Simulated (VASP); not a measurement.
# C (I4_1/amd) in VASP: a series of runs

The runs below take C through single point, with PBE.

Program: VASP 6.6.1. These are calculated values, not measurements. Logs are shortened: lines on timing, memory, paths and dates and some standing lists are left out, and cuts for length are marked.

### 1 The cell of the first run

Symmetry: I4_1/amd, No. 141, tetragonal system. The conventional cell has a = 2.517 Å, b = 2.517 Å, c = 3.525 Å, α = 90.00°, β = 90.00°, γ = 90.00°. C (site symmetry -4m2) has 4 C at 1.54 Å within 2.0 Å.

### 2 Single point, PBE (uniaxial z strain -1.0%)

The input, INCAR:

```
SYSTEM = C
PREC = Accurate
ENCUT = 520
EDIFF = 1E-6
ISMEAR = 0
SIGMA = 0.01
LREAL = .False.
LASPH = .True.
NELM = 60
ALGO = Normal
ISIF = 2
LWAVE = .False.
LCHARG = .False.
GGA = PE
NBANDS = 11
```

The input, KPOINTS:

```
Automatic mesh
0
Gamma
  6 6 6
  0 0 0
```

The input, POSCAR:

```
C
1.0
    0.0000000000      1.7801241425      1.7623229011
    1.7801241425      0.0000000000      1.7623229011
    1.7801241425      1.7801241425      0.0000000000
C
2
Direct
    0.0000000000      0.0000000000      0.0000000000
    0.2500000000      0.2500000000      0.2500000000
```

Potentials or basis: VASP PAW PBE potentials, release 64 (C).

Launch:

```
> cat potpaw_PBE.64/C/POTCAR > POTCAR
> mpirun -np 1 vasp_std > vasp.out
```

OUTCAR:

```text
SYSTEM = C
   PREC = Accurate
   ENCUT = 520
   EDIFF = 1E-6
   ISMEAR = 0
   LREAL = .False.
   LASPH = .True.
   NELM = 60
   ISIF = 2
   GGA = PE

 ion  position               nearest neighbor table
   1  0.000  0.000  0.000-   2 1.54   2 1.54   2 1.54   2 1.54
   2  0.250  0.250  0.250-   1 1.54   1 1.54   1 1.54   1 1.54

  LATTYP: Found a body centered tetragonal cell.
 ALAT       =     2.5174757050
 C/A-ratio  =     1.4000714268

  Lattice vectors:

 A1 = (   0.0000000000,  -1.7801241425,  -1.7623229011)
 A2 = (   0.0000000000,   1.7801241425,  -1.7623229011)
 A3 = (   1.7801241425,   0.0000000000,   1.7623229011)

Analysis of symmetry for initial positions (statically):
=====================================================================
 Subroutine PRICEL returns:
 Original cell was already a primitive cell.

 Routine SETGRP: Setting up the symmetry group for a
 body centered tetragonal supercell.

 Subroutine GETGRP returns: Found 16 space group operations
 (whereof  8 operations were pure point group operations)
 out of a pool of 16 trial point group operations.

The static configuration has the point symmetry D_2d.
 The point group associated with its full space group is D_4h.

Analysis of symmetry for dynamics (positions and initial velocities):
=====================================================================
 Subroutine PRICEL returns:
 Original cell was already a primitive cell.

 Routine SETGRP: Setting up the symmetry group for a
 body centered tetragonal supercell.

 Subroutine GETGRP returns: Found 16 space group operations
 (whereof  8 operations were pure point group operations)
 out of a pool of 16 trial point group operations.

The dynamic configuration has the point symmetry D_2d.
 The point group associated with its full space group is D_4h.

 Subroutine INISYM returns: Found 16 space group operations
 (whereof  8 operations are pure point group operations),
 and found     1 'primitive' translations

----------------------------------------------------------------------------------------

                                     Primitive cell

  volume of cell :      11.1690

  direct lattice vectors                    reciprocal lattice vectors
     0.000000000  1.780124143  1.762322901    -0.280879287  0.280879287  0.283716452
     1.780124143  0.000000000  1.762322901     0.280879287 -0.280879287  0.283716452
     1.780124143  1.780124143  0.000000000     0.280879287  0.280879287 -0.283716452

  length of vectors
     2.504919953  2.504919953  2.517475705     0.488140730  0.488140730  0.488140730

  position of ions in fractional coordinates (direct lattice)
     0.000000000  0.000000000  0.000000000
     0.250000000  0.250000000  0.250000000

  ion indices of the primitive-cell ions
   primitive index   ion index
                 1           1
                 2           2

----------------------------------------------------------------------------------------

 KPOINTS: Automatic mesh

Automatic generation of k-mesh.
 Grid dimensions read from file:
 generate k-points for:    6    6    6

 Generating k-lattice:

  Cartesian coordinates                     Fractional coordinates (reciprocal lattice)
    -0.046813215  0.046813215  0.047286075     0.166666667  0.000000000  0.000000000
     0.046813215 -0.046813215  0.047286075     0.000000000  0.166666667  0.000000000
     0.046813215  0.046813215 -0.047286075    -0.000000000 -0.000000000  0.166666667

  Length of vectors
     0.081356788  0.081356788  0.081356788

  Shift w.r.t. Gamma in fractional coordinates (k-lattice)
     0.000000000  0.000000000  0.000000000

 Subroutine IBZKPT returns following result:
 ===========================================

 Found     30 irreducible k-points:

 Following reciprocal coordinates:
            Coordinates               Weight
  0.000000  0.000000  0.000000      1.000000
  0.166667  0.000000  0.000000      8.000000
  0.333333 -0.000000  0.000000      8.000000
  0.500000  0.000000  0.000000      4.000000
  0.166667  0.166667  0.000000      2.000000
  0.333333  0.166667  0.000000      8.000000
[... 16 lines left out ...]
  0.333333  0.000000  0.333333      4.000000
  0.500000  0.000000  0.333333     16.000000
 [... further k-points ...]
   k-points           NKPTS =     30   k-points in BZ     NKDIM =     30   number of bands    NBANDS=     11
   number of dos      NEDOS =    301   number of ions     NIONS =      2
   total plane-waves  NPLWV =   8000
   dimension x,y,z NGX =    20 NGY =   20 NGZ =   20
   dimension x,y,z NGXF=    40 NGYF=   40 NGZF=   40
   ions per type =               2
   NGX,Y,Z   is equivalent  to a cutoff of  13.27, 13.27, 13.21 a.u.
   NGXF,Y,Z  is equivalent  to a cutoff of  26.55, 26.55, 26.41 a.u.
 SYSTEM =  C
   PREC   = accura    normal or accurate (medium, high low for compatibility)
   ISTART =      0    job   : 0-new  1-cont  2-samecut
   ICHARG =      2    charge: 1-file 2-atom 10-const
   ISPIN  =      1    spin polarized calculation?
   LNONCOLLINEAR =      F non collinear calculations
   LSORBIT =      F    spin-orbit coupling
   LASPH  =      T    aspherical Exc in radial PAW
   ENCUT  =  520.0 eV  38.22 Ry    6.18 a.u.   4.66  4.66  4.68*2*pi/ulx,y,z
   NELM   =     60;   NELMIN=  2; NELMDL= -5     # of ELM steps
   EDIFF  = 0.1E-05   stopping-criterion for ELM
   LREAL  =      F    real-space projection
   EDIFFG = 0.1E-04   stopping-criterion for IOM
   NSW    =      0    number of steps for IOM
   IBRION =     -1    ionic relax: 0-MD 1-quasi-New 2-CG
   NFREE  =      0    steps in history (QN), initial steepest desc. (CG)
   ISIF   =      2    stress and relaxation
   ISYM   =      2    0-nonsym 1-usesym 2-fastsym
   POTIM  = 0.5000    time-step for ionic-motion
   TEBEG  =    0.0;   TEEND  =   0.0 temperature during run
   PSTRESS=    0.0 pullay stress
   NELECT =       8.0000    total number of electrons
   NUPDOWN=      -1.0000    fix difference up-down
   EMIN   =  10.00;   EMAX   =-10.00  energy-range for DOS
   EFERMI =   0.00;   METHOD = LEGACY
   ISMEAR =     0;   SIGMA  =   0.01  broadening in eV -4-tet -1-fermi 0-gaus
   EFERMI_NEDOS =   21; number of points for ismear=-14 and -15
   IALGO  =     38    algorithm
   IMIX   =      4    mixing-type and parameters
     AMIX     =   0.40;   BMIX     =  1.00
     AMIX_MAG =   1.60;   BMIX_MAG =  1.00
  volume/ion in A,a.u.               =       5.58        37.69
  Fermi-wavevector in a.u.,A,eV,Ry     =   1.464759  2.767993 29.191552  2.145519
  Thomas-Fermi vector in A             =   2.580697
   LORBIT       =      0    0 simple, 1 ext, 2 COOP (PROOUT), +10 PAW based schemes
   GGA     = PE    functional components
   LHFCALC =     F    Hartree Fock is set to
   AEXX    =    0.0000 exact exchange contribution
   IVDW    =     0    specifies the selected vdW correction
   LEPSILON=     F    determine dielectric tensor
   LRPA    =     F    only Hartree local field effects (RPA)
 non-spin polarized calculation
 Gauss-broadening in eV      SIGMA  =   0.01
  energy-cutoff  :      520.00
  volume of cell :       11.17
 maximum number of plane-waves:       310
 NGX is ok and might be reduce to    20
   NGX =  9   NGY =  9   NGZ =  9

 number of electron       7.9999999 magnetization

 Free energy of the ion-electron system (eV)
  ---------------------------------------------------
  ext. energy  EPLUGINS =         0.00000000
  ---------------------------------------------------
  free energy    TOTEN  =       -18.16679869 eV

  energy without entropy =      -18.16679869  energy(sigma->0) =      -18.16679869

 E-fermi :  10.1234     XC(G=0): -13.3276

 val. band max:       10.0604608124   @ k =   0.0000   0.0000   0.0000
 cond. band min:      13.9904321368   @ k =   0.3333   0.3333   0.0000
 fundamental gap:      3.9299713244
 Fermi energy:        10.1233741928

 k-point     1 :       0.0000    0.0000    0.0000
  band No.  band energies     occupation
      1     -11.7289      2.00000
      2       9.9090      2.00000
      3       9.9090      2.00000
      4      10.0605      2.00000
      5      15.5085      0.00000
      6      15.6340      0.00000
      7      15.6341      0.00000
      8      23.6473      0.00000
      9      29.4529      0.00000
     10      36.3976      0.00000
     11      36.9114      0.00000

 k-point     2 :       0.1667    0.0000    0.0000
  band No.  band energies     occupation
      1     -10.9535      2.00000
      2       6.1589      2.00000
      3       8.8589      2.00000
      4       8.9810      2.00000
      5      16.9075      0.00000
      6      16.9836      0.00000
      7      17.4727      0.00000
      8      24.2398      0.00000
      9      30.4459      0.00000
     10      32.7520      0.00000
     11      33.0241      0.00000

 k-point     3 :       0.3333   -0.0000    0.0000
  band No.  band energies     occupation
      1      -8.6776      2.00000
      2       0.4843      2.00000
      3       7.5246      2.00000
      4       7.6869      2.00000
      5      18.2670      0.00000
      6      18.2885      0.00000
      7      18.7693      0.00000
      8      25.4090      0.00000
      9      31.1228      0.00000
     10      33.3153      0.00000
     11      33.3643      0.00000

 k-point     4 :       0.5000    0.0000    0.0000
  band No.  band energies     occupation
      1      -5.8624      2.00000
      2      -3.5868      2.00000
      3       7.0286      2.00000
      4       7.2096      2.00000
      5      18.4389      0.00000
      6      18.4632      0.00000
      7      19.0813      0.00000
      8      25.8003      0.00000
      9      32.0781      0.00000
     10      34.4268      0.00000
     11      36.0861      0.00000
[... 239 lines left out ...]
 k-point    22 :      -0.3333    0.5000    0.1667
  band No.  band energies     occupation
      1      -2.2822      2.00000
      2      -2.2822      2.00000
      3       1.9711      2.00000
      4       1.9711      2.00000
      5      18.0753      0.00000
      6      18.0753      0.00000
      7      24.6964      0.00000
      8      24.6964      0.00000
      9      31.9899      0.00000
     10      31.9899      0.00000
     11      40.8799      0.00000

 k-point    23 :       0.3333    0.0000    0.3333
  band No.  band energies     occupation
      1      -7.6896      2.00000
      2       2.6699      2.00000
      3       4.5962      2.00000
      4       4.6281      2.00000
      5      14.2256      0.00000
      6      17.8021      0.00000
      7      24.0260      0.00000
      8      24.3230      0.00000
      9      31.5085      0.00000
     10      33.3479      0.00000
     11      42.0026      0.00000

 k-point    24 :       0.5000    0.0000    0.3333
  band No.  band energies     occupation
      1      -5.0834      2.00000
      2      -0.3674      2.00000
      3       2.1959      2.00000
      4       4.2862      2.00000
      5      15.3427      0.00000
      6      18.4722      0.00000
      7      24.9332      0.00000
      8      25.4080      0.00000
      9      31.3486      0.00000
     10      33.6520      0.00000
     11      39.2711      0.00000

 [... further k-points ...]
[... 5 lines left out ...]
  --------------------------------------------------------------------------------------
  -------------------------------------------------------------------------------------
  Total        0.4528724      0.4528724      1.1061938      0.0000000      0.0000000      0.0000000
  in kB       64.9636380     64.9636380    158.6812961      0.0000000      0.0000000      0.0000000
  external PRESSURE =      96.2028573 kB  Pullay stress =       0.0000000 kB

 VOLUME and BASIS-vectors are now :
 -----------------------------------------------------------------------------
  energy-cutoff  :      520.00
  volume of cell :       11.17
      direct lattice vectors                 reciprocal lattice vectors
     0.000000000  1.780124143  1.762322901    -0.280879287  0.280879287  0.283716452
     1.780124143  0.000000000  1.762322901     0.280879287 -0.280879287  0.283716452
     1.780124143  1.780124143  0.000000000     0.280879287  0.280879287 -0.283716452

 POSITION                                       TOTAL-FORCE (eV/Angst)
 -----------------------------------------------------------------------------------
      0.00000      0.00000      0.00000        -0.000000     -0.000000      0.000000
      0.89006      0.89006      0.88116         0.000000      0.000000      0.000000
 -----------------------------------------------------------------------------------
    total drift:                                0.000000      0.000000      0.000000

  FREE ENERGIE OF THE ION-ELECTRON SYSTEM (eV)
  ---------------------------------------------------
  free  energy   TOTEN  =       -18.1667986905 eV

  energy  without entropy=      -18.1667986905  energy(sigma->0) =      -18.16679869
```

Wall time 5.6 s (1 thread of AMD EPYC 7R13, shared host); peak memory 0.11 GiB.

Results:

```yaml
Free_energy: -18.1668 eV
Pressure: 9.6 GPa
Band_gap_on_the_k_mesh: 3.93 eV, indirect (least direct gap 5.45 eV)
```

Caveat: the k points lie up to 0.51 Å⁻¹ apart; the cell differs from its parent crystal (uniaxial z strain -1.0%).

(Part 1 of 2 ends here.)
